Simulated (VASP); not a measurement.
# InP (Pm-3m) in VASP: notebook, part 2 of 2

VASP 6.6.1. Earlier steps stand in the parts before.

## Step 5: Single point, r2SCAN

Contents of POSCAR:

```
InP
1.0
    3.4134150559      0.0000000000      0.0000000000
    0.0000000000      3.4134150559      0.0000000000
    0.0000000000      0.0000000000      3.4134150559
In P
1 1
Direct
    0.0000000000      0.0000000000      0.0000000000
    0.5000000000      0.5000000000      0.5000000000
```

Contents of INCAR.step1:

```
SYSTEM = InP
  PREC = Accurate
  ENCUT = 550
  ISMEAR = -1
  SIGMA = 0.02
  LREAL = .FALSE.
  LASPH = .TRUE.
  NELM = 120
  NBANDS = 16
  GGA = PE
  ALGO = Normal
  EDIFF = 1E-5
  LWAVE = .TRUE.
  LCHARG = .FALSE.
  GGA_COMPAT = .FALSE.
```

Contents of INCAR.step2:

```
SYSTEM = InP
  PREC = Accurate
  ENCUT = 550
  EDIFF = 1E-6
  ISMEAR = -1
  SIGMA = 0.02
  LREAL = .FALSE.
  LASPH = .TRUE.
  NELM = 120
  ALGO = Normal
  ISIF = 2
  LWAVE = .FALSE.
  LCHARG = .TRUE.
  METAGGA = R2SCAN
  LMIXTAU = .TRUE.
  LELF = .TRUE.
  LVHAR = .TRUE.
  NBANDS = 16
  ISTART = 1
  GGA_COMPAT = .FALSE.
```

Contents of KPOINTS:

```
Automatic mesh
0
G
  6 6 6
  0 0 0
```

Potentials or basis: VASP PAW PBE potentials, release 64 (In_d, P).

Launch:

```bash
> cat potpaw_PBE.64/In_d/POTCAR potpaw_PBE.64/P/POTCAR > POTCAR
> cp INCAR.step1 INCAR
> mpirun -np 1 vasp_std > vasp.out
> cp INCAR.step2 INCAR
> mpirun -np 1 vasp_std > vasp.out
```

OUTCAR:

```text
SYSTEM = InP
   PREC = Accurate
   ENCUT = 550
   EDIFF = 1E-6
   ISMEAR = -1
   LREAL = .FALSE.
   LASPH = .TRUE.
   NELM = 120
   ISIF = 2
   METAGGA = R2SCAN
   ISTART = 1

 ion  position               nearest neighbor table
   1  0.000  0.000  0.000-   2 2.96   2 2.96   2 2.96   2 2.96   2 2.96   2 2.96   2 2.96   2 2.96

   2  0.500  0.500  0.500-   1 2.96   1 2.96   1 2.96   1 2.96   1 2.96   1 2.96   1 2.96   1 2.96

  LATTYP: Found a simple cubic cell.
 ALAT       =     3.4134150559

  Lattice vectors:

 A1 = (   3.4134150559,   0.0000000000,   0.0000000000)
 A2 = (   0.0000000000,   3.4134150559,   0.0000000000)
 A3 = (   0.0000000000,   0.0000000000,   3.4134150559)

Analysis of symmetry for initial positions (statically):
=====================================================================
 Subroutine PRICEL returns:
 Original cell was already a primitive cell.

 Routine SETGRP: Setting up the symmetry group for a
 simple cubic supercell.

 Subroutine GETGRP returns: Found 48 space group operations
 (whereof 48 operations were pure point group operations)
 out of a pool of 48 trial point group operations.

The static configuration has the point symmetry O_h .

Analysis of symmetry for dynamics (positions and initial velocities):
=====================================================================
 Subroutine PRICEL returns:
 Original cell was already a primitive cell.

 Routine SETGRP: Setting up the symmetry group for a
 simple cubic supercell.

 Subroutine GETGRP returns: Found 48 space group operations
 (whereof 48 operations were pure point group operations)
 out of a pool of 48 trial point group operations.

[... 107 lines left out ...]
   NUPDOWN=      -1.0000    fix difference up-down
   EMIN   =  10.00;   EMAX   =-10.00  energy-range for DOS
   EFERMI =   0.00;   METHOD = LEGACY
   ISMEAR =    -1;   SIGMA  =   0.02  broadening in eV -4-tet -1-fermi 0-gaus
   EFERMI_NEDOS =   21; number of points for ismear=-14 and -15
   IALGO  =     38    algorithm
   IMIX   =      4    mixing-type and parameters
     AMIX     =   0.40;   BMIX     =  1.00
     AMIX_MAG =   1.60;   BMIX_MAG =  1.00
  volume/ion in A,a.u.               =      19.89       134.19
  Fermi-wavevector in a.u.,A,eV,Ry     =   1.256927  2.375247 21.495359  1.579864
  Thomas-Fermi vector in A             =   2.390611
   LORBIT       =      0    0 simple, 1 ext, 2 COOP (PROOUT), +10 PAW based schemes
   METAGGA = R2SCAN    functional components
   LHFCALC =     F    Hartree Fock is set to
   AEXX    =    0.0000 exact exchange contribution
   IVDW    =     0    specifies the selected vdW correction
   LEPSILON=     F    determine dielectric tensor
   LRPA    =     F    only Hartree local field effects (RPA)
 non-spin polarized calculation
  energy-cutoff  :      550.00
  volume of cell :       39.77
 maximum number of plane-waves:      1189
 NGX is ok and might be reduce to    28
   NGX = 13   NGY = 13   NGZ = 13

 number of electron      17.9999992 magnetization

 Free energy of the ion-electron system (eV)
  ---------------------------------------------------
  ext. energy  EPLUGINS =         0.00000000
  ---------------------------------------------------
  free energy    TOTEN  =       -30.78266245 eV

  energy without entropy =      -30.78172686  energy(sigma->0) =      -30.78219465

 E-fermi :   8.2919     XC(G=0): -11.5258

 val. band max:        8.1860643870   @ k =   0.5000   0.5000   0.1667
 cond. band min:       8.3578703740   @ k =   0.3333   0.0000   0.0000
 fundamental gap:      0.1718059870
 Fermi energy:         8.2919355418

 k-point     1 :       0.0000    0.0000    0.0000
  band No.  band energies     occupation
      1      -7.0879      2.00000
      2      -7.0879      2.00000
      3      -6.7949      2.00000
      4      -6.7949      2.00000
      5      -6.7949      2.00000
      6      -5.1080      2.00000
[... 357 lines left out ...]
      3      -7.0596      2.00000
      4      -6.6715      2.00000
      5      -6.6715      2.00000
      6      -0.5319      2.00000
[... 8 lines left out ...]
     15      26.2730      0.00000
     16      27.1638      0.00000

------------------------ aborting loop because EDIFF is reached ----------------------------------------

  FORCE on cell =-STRESS in cart. coord.  units (eV):
  Direction    XX          YY          ZZ          XY          YZ          ZX
  --------------------------------------------------------------------------------------
  -------------------------------------------------------------------------------------
  Total        0.0262901      0.0262901      0.0262901     -0.0000000     -0.0000000      0.0000000
  in kB        1.0590960      1.0590960      1.0590960     -0.0000000     -0.0000000      0.0000000
  external PRESSURE =       1.0590960 kB  Pullay stress =       0.0000000 kB

 VOLUME and BASIS-vectors are now :
 -----------------------------------------------------------------------------
  energy-cutoff  :      550.00
  volume of cell :       39.77
      direct lattice vectors                 reciprocal lattice vectors
     3.413415056  0.000000000  0.000000000     0.292961736  0.000000000  0.000000000
     0.000000000  3.413415056  0.000000000     0.000000000  0.292961736  0.000000000
     0.000000000  0.000000000  3.413415056     0.000000000  0.000000000  0.292961736

 POSITION                                       TOTAL-FORCE (eV/Angst)
 -----------------------------------------------------------------------------------
      0.00000      0.00000      0.00000         0.000000      0.000000      0.000000
      1.70671      1.70671      1.70671         0.000000      0.000000      0.000000
 -----------------------------------------------------------------------------------
    total drift:                               -0.000000      0.000000     -0.000000

  FREE ENERGIE OF THE ION-ELECTRON SYSTEM (eV)
  ---------------------------------------------------
  free  energy   TOTEN  =       -30.7826624504 eV

  energy  without entropy=      -30.7817268596  energy(sigma->0) =      -30.78219465
```

Run time: 26 s. Hardware: 1 thread of Intel Xeon Platinum 8488C (Sapphire Rapids), shared host; peak memory 0.16 GiB.

What came out:

```yaml
Free_energy: -30.7827 eV
Pressure: 0.1 GPa
Band_gap_on_the_k_mesh: zero (band 9 reaches 9.06 eV, above the bottom of band 10 at 6.43 eV)
```

Caveat: the PAW data sets were made with another functional, which shifts forces and pressure a little; spin-orbit coupling is left out, which moves the levels of the heavy elements.

## Step 6: Summary

| level | cutoff (eV) | gap on the mesh (eV) | pressure (GPa) |
| --- | --- | --- | --- |
| PBE | 520 | none | 1.4 |
| r2SCAN | 520 | none | 0.1 |
| PBE | 500 | none | 1.4 |
| r2SCAN | 550 | none | 0.1 |

Alike in all rows: task single point; potentials or basis VASP PAW PBE potentials, release 64 (In_d, P); no spin polarisation; cell as given; k mesh 6 × 6 × 6; smearing fermi-dirac 0.02 eV.

Every run on the cell as given and a fine mesh finds a metal. The pressure there spans 0.1 GPa (r2SCAN) to 1.4 GPa (PBE); a positive pressure means that this level wants a larger cell, a negative one a smaller.

Caveats: spin-orbit coupling is left out, which moves the levels of the heavy elements; the PAW data sets were made with another functional, which shifts forces and pressure a little (some runs).

Total energies depend on the potentials used, so only differences within one code and one set of settings carry meaning.
